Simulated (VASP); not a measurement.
# W in VASP: single point with LDA

Aim: the single point of W with LDA.

Program: VASP 6.6.1. These are calculated values, not measurements. Logs are shortened: lines on timing, memory, paths and dates and some standing lists are left out, and cuts for length are marked.

## Step 1: The cell of the first run

The cell holds a slab with vacuum, 4 atoms: a = 3.233 Å, b = 3.233 Å, c = 25.712 Å, α = 90.00°, β = 90.00°, γ = 90.00°.

## Step 2: Single point, LDA

INCAR

```
  ALGO = Normal
  DIPOL = 0.5 0.5 0.660
  EDIFF = 1E-6
  ENCUT = 400
  GGA = CA
  GGA_COMPAT = F
  IDIPOL = 3
  ISIF = 2
  ISMEAR = 1
  LASPH = T
  LCHARG = F
  LDIPOL = T
  LREAL = F
  LWAVE = F
  NBANDS = 36
  NELM = 120
  NELMDL = -8
  PREC = Accurate
  SIGMA = 0.1
```

KPOINTS

```
k-points
0
Gamma
  10 10 1
```

POSCAR

```
W
1.0
    3.2334150174      0.0000000000      0.0000000000
    0.0000000000      3.2334150174      0.0000000000
    0.0000000000      0.0000000000     25.7122028696
W
4
Direct
    0.0000000000      0.0000000000      0.5773937235
    0.5000000000      0.5000000000      0.6278620624
    1.0000000000      0.0000000000      0.6936939450
    0.5000000000      0.5000000000      0.7418882626
```

Potentials or basis: VASP PAW LDA potentials, release 64 (W_sv).

The run is started by

```console
cat potpaw_LDA.64/W_sv/POTCAR > POTCAR
mpirun -np 1 vasp_std > vasp.out
```

OUTCAR:

```text
EDIFF = 1E-6
   ENCUT = 400
   GGA = CA
   ISIF = 2
   ISMEAR = 1
   LASPH = T
   LREAL = F
   NELM = 120
   NELMDL = -8
   PREC = Accurate

 ion  position               nearest neighbor table
   1  0.000  0.000  0.577-   2 2.63   2 2.63   2 2.63   2 2.63   3 2.99
   2  0.500  0.500  0.628-   1 2.63   1 2.63   1 2.63   1 2.63   3 2.84   3 2.84   3 2.84   3 2.84
                             4 2.93
   3  0.000  0.000  0.694-   4 2.60   4 2.60   4 2.60   4 2.60   2 2.84   2 2.84   2 2.84   2 2.84
                             1 2.99
   4  0.500  0.500  0.742-   3 2.60   3 2.60   3 2.60   3 2.60   2 2.93

  LATTYP: Found a simple tetragonal cell.
 ALAT       =     3.2334150174
 C/A-ratio  =     7.9520267987

  Lattice vectors:

 A1 = (   3.2334150174,   0.0000000000,   0.0000000000)
 A2 = (   0.0000000000,   3.2334150174,   0.0000000000)
 A3 = (   0.0000000000,   0.0000000000,  25.7122028696)

Analysis of symmetry for initial positions (statically):
=====================================================================
 Subroutine PRICEL returns:
 Original cell was already a primitive cell.

 Routine SETGRP: Setting up the symmetry group for a
 simple tetragonal supercell.

 Subroutine GETGRP returns: Found  8 space group operations
 (whereof  8 operations were pure point group operations)
 out of a pool of 16 trial point group operations.

The static configuration has the point symmetry C_4v.

Analysis of symmetry for dynamics (positions and initial velocities):
=====================================================================
 Subroutine PRICEL returns:
 Original cell was already a primitive cell.

 Routine SETGRP: Setting up the symmetry group for a
 simple tetragonal supercell.

 Subroutine GETGRP returns: Found  8 space group operations
 (whereof  8 operations were pure point group operations)
 out of a pool of 16 trial point group operations.

The dynamic configuration has the point symmetry C_4v.

 Subroutine INISYM returns: Found  8 space group operations
 (whereof  8 operations are pure point group operations),
 and found     1 'primitive' translations

----------------------------------------------------------------------------------------

                                     Primitive cell

  volume of cell :     268.8204

  direct lattice vectors                    reciprocal lattice vectors
     3.233415017  0.000000000  0.000000000     0.309270537  0.000000000  0.000000000
     0.000000000  3.233415017  0.000000000     0.000000000  0.309270537  0.000000000
     0.000000000  0.000000000 25.712202870     0.000000000  0.000000000  0.038892039

  length of vectors
     3.233415017  3.233415017 25.712202870     0.309270537  0.309270537  0.038892039

  position of ions in fractional coordinates (direct lattice)
     0.000000000  0.000000000  0.577393724
     0.500000000  0.500000000  0.627862062
     0.000000000  0.000000000  0.693693945
     0.500000000  0.500000000  0.741888263

  ion indices of the primitive-cell ions
   primitive index   ion index
                 1           1
                 2           2
                 3           3
                 4           4

----------------------------------------------------------------------------------------

 KPOINTS: k-points

Automatic generation of k-mesh.
 Grid dimensions read from file:
 generate k-points for:   10   10    1

 Generating k-lattice:

  Cartesian coordinates                     Fractional coordinates (reciprocal lattice)
     0.030927054  0.000000000  0.000000000     0.100000000  0.000000000  0.000000000
     0.000000000  0.030927054  0.000000000     0.000000000  0.100000000  0.000000000
     0.000000000  0.000000000  0.038892039     0.000000000  0.000000000  1.000000000

  Length of vectors
     0.030927054  0.030927054  0.038892039

  Shift w.r.t. Gamma in fractional coordinates (k-lattice)
     0.000000000  0.000000000  0.000000000

 Subroutine IBZKPT returns following result:
 ===========================================

 Found     21 irreducible k-points:

 Following reciprocal coordinates:
            Coordinates               Weight
  0.000000  0.000000  0.000000      1.000000
  0.100000  0.000000  0.000000      4.000000
  0.200000  0.000000  0.000000      4.000000
  0.300000  0.000000  0.000000      4.000000
  0.400000  0.000000  0.000000      4.000000
  0.500000  0.000000  0.000000      2.000000
[... 13 lines left out ...]
  0.500000  0.400000  0.000000      4.000000
  0.500000  0.500000  0.000000      1.000000
   k-points           NKPTS =     21   k-points in BZ     NKDIM =     21   number of bands    NBANDS=     36
   number of dos      NEDOS =    301   number of ions     NIONS =      4
   total plane-waves  NPLWV =  96768
   dimension x,y,z NGX =    24 NGY =   24 NGZ =  168
   dimension x,y,z NGXF=    48 NGYF=   48 NGZF=  336
   ions per type =               4
   NGX,Y,Z   is equivalent  to a cutoff of  12.34, 12.34, 10.86 a.u.
   NGXF,Y,Z  is equivalent  to a cutoff of  24.68, 24.68, 21.72 a.u.
 SYSTEM =  unknown system
   PREC   = accura    normal or accurate (medium, high low for compatibility)
   ISTART =      0    job   : 0-new  1-cont  2-samecut
   ICHARG =      2    charge: 1-file 2-atom 10-const
   ISPIN  =      1    spin polarized calculation?
   LNONCOLLINEAR =      F non collinear calculations
   LSORBIT =      F    spin-orbit coupling
   LASPH  =      T    aspherical Exc in radial PAW
   ENCUT  =  400.0 eV  29.40 Ry    5.42 a.u.   5.27  5.27 41.93*2*pi/ulx,y,z
   NELM   =    120;   NELMIN=  2; NELMDL= -8     # of ELM steps
   EDIFF  = 0.1E-05   stopping-criterion for ELM
   LREAL  =      F    real-space projection
   EDIFFG = 0.1E-04   stopping-criterion for IOM
   NSW    =      0    number of steps for IOM
   IBRION =     -1    ionic relax: 0-MD 1-quasi-New 2-CG
   NFREE  =      0    steps in history (QN), initial steepest desc. (CG)
   ISIF   =      2    stress and relaxation
   ISYM   =      2    0-nonsym 1-usesym 2-fastsym
   POTIM  = 0.5000    time-step for ionic-motion
   TEBEG  =    0.0;   TEEND  =   0.0 temperature during run
   PSTRESS=    0.0 pullay stress
   NELECT =      56.0000    total number of electrons
   NUPDOWN=      -1.0000    fix difference up-down
   EMIN   =  10.00;   EMAX   =-10.00  energy-range for DOS
   EFERMI =   0.00;   METHOD = LEGACY
   ISMEAR =     1;   SIGMA  =   0.10  broadening in eV -4-tet -1-fermi 0-gaus
   EFERMI_NEDOS =   21; number of points for ismear=-14 and -15
   IALGO  =     38    algorithm
   IMIX   =      4    mixing-type and parameters
     AMIX     =   0.40;   BMIX     =  1.00
     AMIX_MAG =   1.60;   BMIX_MAG =  1.00
  volume/ion in A,a.u.               =      67.21       453.52
  Fermi-wavevector in a.u.,A,eV,Ry     =   0.970473  1.833928 12.814209  0.941818
  Thomas-Fermi vector in A             =   2.100611
   LORBIT       =      0    0 simple, 1 ext, 2 COOP (PROOUT), +10 PAW based schemes
   GGA     = CA    functional components
   LHFCALC =     F    Hartree Fock is set to
   AEXX    =    0.0000 exact exchange contribution
   IVDW    =     0    specifies the selected vdW correction
   LEPSILON=     F    determine dielectric tensor
   LRPA    =     F    only Hartree local field effects (RPA)
 non-spin polarized calculation
 Methfessel and Paxton  Order N= 1 SIGMA  =   0.10
  energy-cutoff  :      400.00
  volume of cell :      268.82
 maximum number of plane-waves:      4952
 NGX is ok and might be reduce to    24
   NGX = 11   NGY = 11   NGZ = 83

 dipolmoment           0.000000      0.000000     -0.006015 electrons x Angstroem

 number of electron      56.0000003 magnetization

 dipolmoment           0.000000      0.000000      0.001677 electrons x Angstroem

 Free energy of the ion-electron system (eV)
  ---------------------------------------------------
  ext. energy  EPLUGINS =         0.00000000
  ---------------------------------------------------
  free energy    TOTEN  =       -50.79178746 eV

  energy without entropy =      -50.79184492  energy(sigma->0) =      -50.79180661

 E-fermi :  -0.6606     XC(G=0):  -4.1893

 val. band max:       -0.6683844875   @ k =   0.2000   0.0000   0.0000
 cond. band min:      -0.6206919699   @ k =   0.2000   0.1000   0.0000
 fundamental gap:      0.0476925176
 Fermi energy:        -0.6606050783

 k-point     1 :       0.0000    0.0000    0.0000
  band No.  band energies     occupation
      1     -74.1342      2.00000
      2     -74.0707      2.00000
      3     -73.8891      2.00000
      4     -73.8454      2.00000
      5     -38.9205      2.00000
      6     -38.9205      2.00000
[... 28 lines left out ...]
     35       1.6864      0.00000
     36       2.5066      0.00000

 k-point     2 :       0.1000    0.0000    0.0000
  band No.  band energies     occupation
      1     -74.1278      2.00000
      2     -74.0663      2.00000
      3     -73.8929      2.00000
      4     -73.8500      2.00000
      5     -38.9619      2.00000
      6     -38.8964      2.00000
[... 28 lines left out ...]
     35       1.7884      0.00000
     36       2.1085      0.00000

 k-point     3 :       0.2000    0.0000    0.0000
  band No.  band energies     occupation
      1     -74.1095      2.00000
      2     -74.0541      2.00000
      3     -73.9041      2.00000
      4     -73.8631      2.00000
      5     -39.0393      2.00000
      6     -38.9760      2.00000
[... 28 lines left out ...]
     35       2.0425      0.00000
     36       2.0816      0.00000

 k-point     4 :       0.3000    0.0000    0.0000
  band No.  band energies     occupation
      1     -74.0823      2.00000
      2     -74.0373      2.00000
      3     -73.9217      2.00000
      4     -73.8818      2.00000
      5     -39.1159      2.00000
      6     -39.0833      2.00000
[... 28 lines left out ...]
     35       2.0778      0.00000
     36       2.3907      0.00000

 k-point     5 :       0.4000    0.0000    0.0000
  band No.  band energies     occupation
      1     -74.0514      2.00000
      2     -74.0232      2.00000
      3     -73.9414      2.00000
      4     -73.9007      2.00000
      5     -39.1728      2.00000
      6     -39.1465      2.00000
[... 538 lines left out ...]
 k-point    19 :       0.4000    0.4000    0.0000
  band No.  band energies     occupation
      1     -74.0268      2.00000
      2     -74.0170      2.00000
      3     -73.9447      2.00000
      4     -73.9031      2.00000
      5     -39.2377      2.00000
      6     -39.1860      2.00000
[... 28 lines left out ...]
     35       2.1664      0.00000
     36       2.5738      0.00000

 k-point    20 :       0.5000    0.4000    0.0000
  band No.  band energies     occupation
      1     -74.0208      2.00000
      2     -74.0196      2.00000
      3     -73.9451      2.00000
      4     -73.9034      2.00000
      5     -39.2435      2.00000
      6     -39.2379      2.00000
[... 28 lines left out ...]
     35       2.4443      0.00000
     36       2.4722      0.00000

 k-point    21 :       0.5000    0.5000    0.0000
  band No.  band energies     occupation
      1     -74.0201      2.00000
      2     -74.0189      2.00000
      3     -73.9444      2.00000
      4     -73.9028      2.00000
      5     -39.2703      2.00000
      6     -39.2703      2.00000
[... 28 lines left out ...]
     35       2.2449      0.00000
     36       2.2790      0.00000

------------------------ aborting loop because EDIFF is reached ----------------------------------------

 vacuum level on the upper side and lower side of the slab       (xc-potential included)         0.007        -0.022

  FORCE on cell =-STRESS in cart. coord.  units (eV):
  Direction    XX          YY          ZZ          XY          YZ          ZX
  --------------------------------------------------------------------------------------
  -------------------------------------------------------------------------------------
  Total       -6.3200852     -6.3200852     -1.3425690      0.0000000      0.0000000      0.0000000
  in kB      -37.6678927    -37.6678927     -8.0017503      0.0000000      0.0000000      0.0000000
  external PRESSURE =     -27.7791786 kB  Pullay stress =       0.0000000 kB

 VOLUME and BASIS-vectors are now :
 -----------------------------------------------------------------------------
  energy-cutoff  :      400.00
  volume of cell :      268.82
      direct lattice vectors                 reciprocal lattice vectors
     3.233415017  0.000000000  0.000000000     0.309270537  0.000000000  0.000000000
     0.000000000  3.233415017  0.000000000     0.000000000  0.309270537  0.000000000
     0.000000000  0.000000000 25.712202870     0.000000000  0.000000000  0.038892039

 POSITION                                       TOTAL-FORCE (eV/Angst)
 -----------------------------------------------------------------------------------
      0.00000      0.00000     14.84606         0.000000      0.000000      0.874205
      1.61671      1.61671     16.14372         0.000000      0.000000     -0.814062
      0.00000      0.00000     17.83640         0.000000      0.000000     -0.010806
      1.61671      1.61671     19.07558        -0.000000      0.000000     -0.049337
 -----------------------------------------------------------------------------------
    total drift:                                0.000000      0.000000     -0.000478

  FREE ENERGIE OF THE ION-ELECTRON SYSTEM (eV)
  ---------------------------------------------------
  free  energy   TOTEN  =       -50.7917874555 eV

  energy  without entropy=      -50.7918449235  energy(sigma->0) =      -50.79180661

 vacuum level on the upper side and lower side of the slab         3.727         3.699
```

Run time: 3.5 min. Hardware: 1 thread of Intel Xeon Platinum 8488C (Sapphire Rapids), shared host; peak memory 0.28 GiB.

What came out:

* Free energy: -50.7918 eV
* Largest force: 0.874 eV/Å
* Band gap on the k mesh: zero (bands 28 and 29 overlap by 1.38 eV)

Forces on the atoms (eV/Å):
```
W    0.000  0.000  0.874
W    0.000  0.000 -0.814
W    0.000  0.000 -0.011
W    0.000  0.000 -0.049
```

Caveat: spin-orbit coupling is left out, which moves the levels of the heavy elements.
